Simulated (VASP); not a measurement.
# Ge (Cmmm) in VASP: notebook, part 2 of 2

VASP 6.6.1. The steps go on from the part before.

**3. Single point, LDA**

The input, INCAR:

```
PREC = Accurate
ENCUT = 520
EDIFF = 1E-6
ISMEAR = 1
SIGMA = 0.1
LREAL = False
LASPH = True
NELM = 100
ALGO = Normal
ISIF = 2
LWAVE = False
LCHARG = False
NBANDS = 13
```

The input, KPOINTS:

```
Automatic mesh
0
Gamma
  4 4 4
```

The input, POSCAR:

```
Ge
1.0
    1.3971500000     -2.6005200000      0.0000000000
    1.3971500000      2.6005200000      0.0000000000
    0.0000000000      0.0000000000      2.6982300000
Ge
1
Direct
    0.5000000000      0.5000000000      0.0000000000
```

Potentials or basis: VASP PAW LDA potentials, release 64 (Ge_d).

Command:

```bash
> cat potpaw_LDA.64/Ge_d/POTCAR > POTCAR
> mpirun -np 1 vasp_std > vasp.out
```

OUTCAR:

```text
PREC = Accurate
   ENCUT = 520
   EDIFF = 1E-6
   ISMEAR = 1
   LREAL = False
   LASPH = True
   NELM = 100
   ISIF = 2

 ion  position               nearest neighbor table
   1  0.500  0.500  0.000-

  LATTYP: Found a base centered orthorhombic cell.
 ALAT       =     2.7943000000
 B/A-ratio  =     1.8613033676
 C/A-ratio  =     0.9656192964

  Lattice vectors:

 A1 = (   1.3971500000,  -2.6005200000,   0.0000000000)
 A2 = (   1.3971500000,   2.6005200000,   0.0000000000)
 A3 = (   0.0000000000,   0.0000000000,   2.6982300000)

Analysis of symmetry for initial positions (statically):
=====================================================================
 Subroutine PRICEL returns:
 Original cell was already a primitive cell.

 Routine SETGRP: Setting up the symmetry group for a
 base centered orthorhombic supercell.

 Subroutine GETGRP returns: Found  8 space group operations
 (whereof  8 operations were pure point group operations)
 out of a pool of  8 trial point group operations.

The static configuration has the point symmetry D_2h.

Analysis of symmetry for dynamics (positions and initial velocities):
=====================================================================
 Subroutine PRICEL returns:
 Original cell was already a primitive cell.

 Routine SETGRP: Setting up the symmetry group for a
 base centered orthorhombic supercell.

 Subroutine GETGRP returns: Found  8 space group operations
 (whereof  8 operations were pure point group operations)
 out of a pool of  8 trial point group operations.

The dynamic configuration has the point symmetry D_2h.

 Subroutine INISYM returns: Found  8 space group operations
 (whereof  8 operations are pure point group operations),
 and found     1 'primitive' translations

----------------------------------------------------------------------------------------

                                     Primitive cell
[... 110 lines left out ...]
   GGA     = CA    functional components
   LHFCALC =     F    Hartree Fock is set to
   AEXX    =    0.0000 exact exchange contribution
   IVDW    =     0    specifies the selected vdW correction
   LEPSILON=     F    determine dielectric tensor
   LRPA    =     F    only Hartree local field effects (RPA)
 non-spin polarized calculation
 Methfessel and Paxton  Order N= 1 SIGMA  =   0.10
  energy-cutoff  :      520.00
  volume of cell :       19.61
 maximum number of plane-waves:       539
 NGX is ok and might be reduce to    24
   NGX = 11   NGY = 11   NGZ = 11

 number of electron      14.0000003 magnetization

 Free energy of the ion-electron system (eV)
  ---------------------------------------------------
  ext. energy  EPLUGINS =         0.00000000
  ---------------------------------------------------
  free energy    TOTEN  =        -4.70461916 eV

  energy without entropy =       -4.70037965  energy(sigma->0) =       -4.70320599

 E-fermi :   6.3825     XC(G=0): -11.3205

 val. band max:        6.3583352128   @ k =  -0.2500   0.2500   0.2500
 cond. band min:       6.3956315944   @ k =   0.5000   0.2500   0.2500
 fundamental gap:      0.0372963816
 Fermi energy:         6.3825412706

 k-point     1 :       0.0000    0.0000    0.0000
  band No.  band energies     occupation
      1     -18.8818      2.00000
      2     -18.8048      2.00000
      3     -18.7547      2.00000
      4     -18.6685      2.00000
      5     -18.6415      2.00000
      6      -6.9240      2.00000
      7      12.5329      0.00000
      8      12.9665      0.00000
      9      14.4790      0.00000
     10      16.1944      0.00000
     11      18.4883      0.00000
     12      20.8197      0.00000
     13      20.9989      0.00000
[... 306 lines left out ...]
  band No.  band energies     occupation
      1     -18.8145      2.00000
      2     -18.8002      2.00000
      3     -18.7182      2.00000
      4     -18.6634      2.00000
      5     -18.6009      2.00000
      6       1.2504      2.00000
      7       3.5612      2.00000
      8       3.6950      2.00000
      9       9.2751      0.00000
     10      13.9430      0.00000
     11      19.4222      0.00000
     12      20.8492      0.00000
     13      20.9579      0.00000

------------------------ aborting loop because EDIFF is reached ----------------------------------------

  FORCE on cell =-STRESS in cart. coord.  units (eV):
  Direction    XX          YY          ZZ          XY          YZ          ZX
  --------------------------------------------------------------------------------------
  -------------------------------------------------------------------------------------
  Total       -0.5143224      0.9066836     -1.8510829     -0.0000000      0.0000000      0.0000000
  in kB      -42.0275276     74.0890743   -151.2600585     -0.0000000      0.0000000      0.0000000
  external PRESSURE =     -39.7328373 kB  Pullay stress =       0.0000000 kB

 VOLUME and BASIS-vectors are now :
 -----------------------------------------------------------------------------
  energy-cutoff  :      520.00
  volume of cell :       19.61
      direct lattice vectors                 reciprocal lattice vectors
     1.397150000 -2.600520000  0.000000000     0.357871381 -0.192269238  0.000000000
     1.397150000  2.600520000  0.000000000     0.357871381  0.192269238  0.000000000
     0.000000000  0.000000000  2.698230000     0.000000000  0.000000000  0.370613328

 POSITION                                       TOTAL-FORCE (eV/Angst)
 -----------------------------------------------------------------------------------
      1.39715      0.00000      0.00000         0.000000     -0.000000      0.000000
 -----------------------------------------------------------------------------------
    total drift:                               -0.000000     -0.000000     -0.000000

  FREE ENERGIE OF THE ION-ELECTRON SYSTEM (eV)
  ---------------------------------------------------
  free  energy   TOTEN  =        -4.7046191555 eV

  energy  without entropy=       -4.7003796506  energy(sigma->0) =       -4.70320599
```

OSZICAR:

```text
N       E                     dE             d eps       ncg     rms          rms(c)
DAV:   1     0.605921382694E+02    0.60592E+02   -0.71504E+03   593   0.291E+03
DAV:   2     0.355207744987E+00   -0.60237E+02   -0.56878E+02   601   0.386E+02
DAV:   3    -0.464550810907E+01   -0.50007E+01   -0.49828E+01   626   0.677E+01
DAV:   4    -0.472152221536E+01   -0.76014E-01   -0.76000E-01   611   0.914E+00
DAV:   5    -0.472230888618E+01   -0.78667E-03   -0.78667E-03   596   0.101E+00    0.133E+00
DAV:   6    -0.470981681767E+01    0.12492E-01   -0.80144E-03   661   0.186E+00    0.735E-01
DAV:   7    -0.470479014575E+01    0.50267E-02   -0.55778E-03   666   0.126E+00    0.748E-02
DAV:   8    -0.470462158815E+01    0.16856E-03   -0.55194E-04   671   0.507E-01    0.255E-02
DAV:   9    -0.470461964474E+01    0.19434E-05   -0.89122E-06   686   0.370E-02    0.130E-02
DAV:  10    -0.470461915554E+01    0.48921E-06   -0.11721E-06   477   0.210E-02
   1 F= -.47046192E+01 E0= -.47032060E+01  d E =-.423950E-02
```

Run time: 3.9 s. Hardware: 1 thread of AMD EPYC 7R13 (Zen 3), shared host; peak memory 0.09 GiB.

Results:

```yaml
Free_energy: -4.7046 eV
Pressure: -4.0 GPa
Band_gap_on_the_k_mesh: zero (band 7 reaches 12.53 eV, above the bottom of band 8 at 3.69 eV)
```

Caveat: the k points lie up to 0.64 Å⁻¹ apart.

**4. Single point, LDA**

The input, INCAR:

```
  ALGO = Normal
  EDIFF = 1E-7
  ENCUT = 520
  ISIF = 2
  ISMEAR = 1
  LASPH = True
  LCHARG = True
  LELF = True
  LREAL = False
  LVHAR = True
  LWAVE = False
  NBANDS = 13
  NELM = 60
  PREC = Accurate
  SIGMA = 0.1
```

The input, KPOINTS:

```
k-points
0
Gamma
  6 6 5
```

POSCAR is that of step 3.

Command:

```bash
> cat potpaw_LDA.64/Ge_d/POTCAR > POTCAR
> mpirun -np 1 vasp_std > vasp.out
```

It took 7.2 s on 1 thread of AMD EPYC 7R13 (Zen 3), shared host; peak memory 0.09 GiB.

Results (log left out):

| Property | Result |
| --- | --- |
| Free energy | -4.9493 eV |
| Pressure | -3.7 GPa |
| Band gap on the k mesh | zero (band 7 reaches 12.56 eV, above the bottom of band 8 at 2.78 eV) |

Stress tensor (GPa, compression positive):
```
 -0.07   0.00   0.00
  0.00 -12.23   0.00
  0.00   0.00   1.31
```

Levels at points of the mesh, in eV from the Fermi level:
```tsv
k point	band 3	band 4	band 5	band 6	band 7	band 8	band 9	band 10	band 11	band 12
(0.00, 0.00, 0.00)	-24.66	-24.54	-24.52	-12.84	6.63	7.06	8.56	10.29	12.56	14.91
(0.50, 0.00, 0.00)	-24.58	-24.56	-24.55	-7.81	-5.24	3.41	7.56	10.44	16.52	16.60
(0.50, 0.50, 0.00)	-24.58	-24.57	-24.52	-8.66	-5.47	5.18	9.24	9.80	15.83	16.21
```

Caveat: the k points lie up to 0.47 Å⁻¹ apart.

**5. Single point, LDA**

The input, INCAR:

```
PREC     = Accurate       # precision mode
ENCUT    = 520            # plane-wave cutoff, eV
EDIFF    = 1E-6           # SCF threshold, eV
ISMEAR   = 1              # smearing method
SIGMA    = 0.1            # smearing width, eV
LREAL    = False          # projectors in reciprocal space
LASPH    = True           # aspherical terms in the spheres
NELM     = 100            # most SCF steps
ALGO     = Normal         # electronic algorithm
ISIF     = 2              # what is computed and relaxed
LWAVE    = False          # write WAVECAR
LCHARG   = True           # write CHGCAR
LELF     = True           # ELF
LVHAR    = True         
NBANDS   = 13             # bands
```

The input, KPOINTS:

```
regular mesh
0
Gamma
  7 7 7
```

POSCAR is that of step 4.

Command:

```bash
> cat potpaw_LDA.64/Ge_d/POTCAR > POTCAR
> mpirun -np 1 vasp_std > vasp.out
```

Run time: 10 s. Hardware: 1 thread of AMD EPYC 7R13 (Zen 3), shared host; peak memory 0.1 GiB.

Results (log left out):

```yaml
Free_energy: -4.9738 eV
Pressure: -6.2 GPa
Band_gap_on_the_k_mesh: zero (band 7 reaches 12.54 eV, above the bottom of band 8 at 4.07 eV)
```

Stress tensor (GPa, compression positive):
```
 -5.21   0.00   0.00
  0.00 -10.22   0.00
  0.00   0.00  -3.14
```

Levels at points of the mesh, in eV from the Fermi level:
| k point | band 5 | band 6 | band 7 | band 8 | band 9 | band 10 |
| --- | --- | --- | --- | --- | --- | --- |
| (0.00, 0.00, 0.00) | -24.42 | -12.69 | 6.78 | 7.21 | 8.70 | 10.44 |

Caveat: the k points lie up to 0.36 Å⁻¹ apart.

**6. Single point, LDA**

The input, INCAR:

```
PREC = Accurate
ENCUT = 520
EDIFF = 1E-6
ISMEAR = 1
SIGMA = 0.1
LREAL = False
LASPH = True
NELM = 60
ALGO = Normal
ISIF = 2
LWAVE = False
LCHARG = False
NBANDS = 13
```

The input, KPOINTS:

```
Automatic mesh
0
Gamma
  9 9 8
```

POSCAR is that of step 5.

Potentials or basis: VASP PAW LDA potentials, release 64 (Ge_d).

Command:

```bash
> cat potpaw_LDA.64/Ge_d/POTCAR > POTCAR
> mpirun -np 1 vasp_std > vasp.out
```

OUTCAR:

```text
PREC = Accurate
   ENCUT = 520
   EDIFF = 1E-6
   ISMEAR = 1
   LREAL = False
   LASPH = True
   NELM = 60
   ISIF = 2

 ion  position               nearest neighbor table
   1  0.500  0.500  0.000-

  LATTYP: Found a base centered orthorhombic cell.
 ALAT       =     2.7943000000
 B/A-ratio  =     1.8613033676
 C/A-ratio  =     0.9656192964

  Lattice vectors:

 A1 = (   1.3971500000,  -2.6005200000,   0.0000000000)
 A2 = (   1.3971500000,   2.6005200000,   0.0000000000)
 A3 = (   0.0000000000,   0.0000000000,   2.6982300000)

Analysis of symmetry for initial positions (statically):
=====================================================================
 Subroutine PRICEL returns:
 Original cell was already a primitive cell.

 Routine SETGRP: Setting up the symmetry group for a
 base centered orthorhombic supercell.

 Subroutine GETGRP returns: Found  8 space group operations
 (whereof  8 operations were pure point group operations)
 out of a pool of  8 trial point group operations.

The static configuration has the point symmetry D_2h.

Analysis of symmetry for dynamics (positions and initial velocities):
=====================================================================
 Subroutine PRICEL returns:
 Original cell was already a primitive cell.

 Routine SETGRP: Setting up the symmetry group for a
 base centered orthorhombic supercell.

 Subroutine GETGRP returns: Found  8 space group operations
 (whereof  8 operations were pure point group operations)
 out of a pool of  8 trial point group operations.

The dynamic configuration has the point symmetry D_2h.

 Subroutine INISYM returns: Found  8 space group operations
 (whereof  8 operations are pure point group operations),
 and found     1 'primitive' translations

----------------------------------------------------------------------------------------

                                     Primitive cell

  volume of cell :      19.6070

  direct lattice vectors                    reciprocal lattice vectors
[... 113 lines left out ...]
   IVDW    =     0    specifies the selected vdW correction
   LEPSILON=     F    determine dielectric tensor
   LRPA    =     F    only Hartree local field effects (RPA)
 non-spin polarized calculation
 Methfessel and Paxton  Order N= 1 SIGMA  =   0.10
  energy-cutoff  :      520.00
  volume of cell :       19.61
 maximum number of plane-waves:       540
 NGX is ok and might be reduce to    24
   NGX = 11   NGY = 11   NGZ = 11

 number of electron      14.0000003 magnetization

 Free energy of the ion-electron system (eV)
  ---------------------------------------------------
  ext. energy  EPLUGINS =         0.00000000
  ---------------------------------------------------
  free energy    TOTEN  =        -4.92990364 eV

  energy without entropy =       -4.92941456  energy(sigma->0) =       -4.92974061

 E-fermi :   6.0429     XC(G=0): -11.3228

 val. band max:        6.0305277703   @ k =   0.3333   0.2222   0.2500
 cond. band min:       6.0644232317   @ k =  -0.4444   0.1111   0.3750
 fundamental gap:      0.0338954614
 Fermi energy:         6.0428666706

 k-point     1 :       0.0000    0.0000    0.0000
  band No.  band energies     occupation
      1     -18.9015      2.00000
      2     -18.8185      2.00000
      3     -18.7679      2.00000
      4     -18.6807      2.00000
      5     -18.6648      2.00000
      6      -6.9281      2.00000
      7      12.5232      0.00000
      8      12.9748      0.00000
      9      14.4601      0.00000
     10      16.1883      0.00000
     11      18.4848      0.00000
     12      20.8061      0.00000
     13      21.0143      0.00000
[... 354 lines left out ...]
  band No.  band energies     occupation
      1     -18.8733      2.00000
      2     -18.7876      2.00000
      3     -18.7187      2.00000
      4     -18.6926      2.00000
      5     -18.6778      2.00000
      6      -2.5737      2.00000
      7       0.7322      2.00000
      8       8.6879      0.00000
      9      15.8382      0.00000
     10      17.9437      0.00000
     11      21.9163      0.00000
     12      22.3806      0.00000
     13      22.7346      0.00000

 [... further k-points ...]

------------------------ aborting loop because EDIFF is reached ----------------------------------------

  FORCE on cell =-STRESS in cart. coord.  units (eV):
  Direction    XX          YY          ZZ          XY          YZ          ZX
  --------------------------------------------------------------------------------------
  -------------------------------------------------------------------------------------
  Total       -0.7195194     -0.6886616     -0.6639494      0.0000000      0.0000000      0.0000000
  in kB      -58.7950661    -56.2735407    -54.2541982      0.0000000      0.0000000      0.0000000
  external PRESSURE =     -56.4409350 kB  Pullay stress =       0.0000000 kB

 VOLUME and BASIS-vectors are now :
 -----------------------------------------------------------------------------
  energy-cutoff  :      520.00
  volume of cell :       19.61
      direct lattice vectors                 reciprocal lattice vectors
     1.397150000 -2.600520000  0.000000000     0.357871381 -0.192269238  0.000000000
     1.397150000  2.600520000  0.000000000     0.357871381  0.192269238  0.000000000
     0.000000000  0.000000000  2.698230000     0.000000000  0.000000000  0.370613328

 POSITION                                       TOTAL-FORCE (eV/Angst)
 -----------------------------------------------------------------------------------
      1.39715      0.00000      0.00000         0.000000     -0.000000      0.000000
 -----------------------------------------------------------------------------------
    total drift:                               -0.000000     -0.000000     -0.000000

  FREE ENERGIE OF THE ION-ELECTRON SYSTEM (eV)
  ---------------------------------------------------
  free  energy   TOTEN  =        -4.9299036423 eV

  energy  without entropy=       -4.9294145599  energy(sigma->0) =       -4.92974061
```

stdout:

```text
POSCAR found type information on POSCAR Ge
 POSCAR found :  1 types and       1 ions
 scaLAPACK will be used
 LDA part: xc-table for (Slater(with rela. corr.)+CA(PZ))
 , standard interpolation
 POSCAR, INCAR and KPOINTS ok, starting setup
 FFT: planning ... GRIDC
 FFT: planning ... GRID_SOFT
 FFT: planning ... GRID
 WAVECAR not read
 entering main loop
```

Run time: 17 s. Hardware: 1 thread of AMD EPYC 7R13 (Zen 3), shared host; peak memory 0.11 GiB.

Results:

| Quantity | Value |
| --- | --- |
| Free energy | -4.9299 eV |
| Pressure | -5.6 GPa |
| Band gap on the k mesh | zero (band 7 reaches 12.52 eV, above the bottom of band 8 at 2.79 eV) |

Levels at points of the mesh, in eV from the Fermi level:
| k point | band 3 | band 4 | band 5 | band 6 | band 7 | band 8 | band 9 | band 10 | band 11 | band 12 |
| --- | --- | --- | --- | --- | --- | --- | --- | --- | --- | --- |
| (0.00, 0.00, 0.00) | -24.81 | -24.72 | -24.71 | -12.97 | 6.48 | 6.93 | 8.42 | 10.15 | 12.44 | 14.76 |
| (0.00, 0.00, 0.50) | -24.79 | -24.77 | -24.74 | -9.22 | -5.77 | 9.71 | 11.19 | 16.00 | 16.00 | 17.19 |

**7. Single point, LDA**

The input, INCAR:

```
SYSTEM = Ge
  ALGO = Normal
  EDIFF = 1E-7
  ENCUT = 520
  ISIF = 2
  ISMEAR = 1
  LASPH = .True.
  LCHARG = .False.
  LREAL = .False.
  LWAVE = .False.
  NBANDS = 13
  NELM = 60
  PREC = Accurate
  SIGMA = 0.1
```

The input, KPOINTS:

```
k-points
0
Gamma
  11 11 10
  0 0 0
```

POSCAR is that of step 6.

Command:

```bash
> cat potpaw_LDA.64/Ge_d/POTCAR > POTCAR
> mpirun -np 1 vasp_std > vasp.out
```

It took 30 s on 1 thread of AMD EPYC 7R13 (Zen 3), shared host; peak memory 0.13 GiB.

It converged, with:

| Item | Value |
| --- | --- |
| Free energy | -4.9601 eV |
| Pressure | -5.6 GPa |
| Band gap on the k mesh | zero (band 7 reaches 12.54 eV, above the bottom of band 8 at 3.56 eV) |

Stress tensor (GPa, compression positive):
```
-4.19  0.00  0.00
 0.00 -7.51  0.00
 0.00  0.00 -5.24
```

Levels at points of the mesh, in eV from the Fermi level:
| k point | band 5 | band 6 | band 7 | band 8 | band 9 | band 10 |
| --- | --- | --- | --- | --- | --- | --- |
| (0.00, 0.00, 0.00) | -24.55 | -12.83 | 6.63 | 7.07 | 8.56 | 10.30 |
| (0.00, 0.00, 0.50) | -24.59 | -9.09 | -5.60 | 9.83 | 11.32 | 16.11 |

**8. The runs side by side**

| k mesh | gap on the mesh (eV) | pressure (GPa) |
| --- | --- | --- |
| 3 × 3 × 3 | none | -7.9 |
| 4 × 4 × 4 | none | -4.0 |
| 6 × 6 × 5 | none | -3.7 |
| 7 × 7 × 7 | none | -6.2 |
| 9 × 9 × 8 | none | -5.6 |
| 11 × 11 × 10 | none | -5.6 |

Alike in all rows: task single point; level LDA; potentials or basis VASP PAW LDA potentials, release 64 (Ge_d); no spin polarisation; cell as given; cutoff (eV) 520; smearing methfessel-paxton 0.1 eV.

Caveats: some runs use coarse meshes.

Total energies depend on the potentials used, so only differences within one code and one set of settings carry meaning.
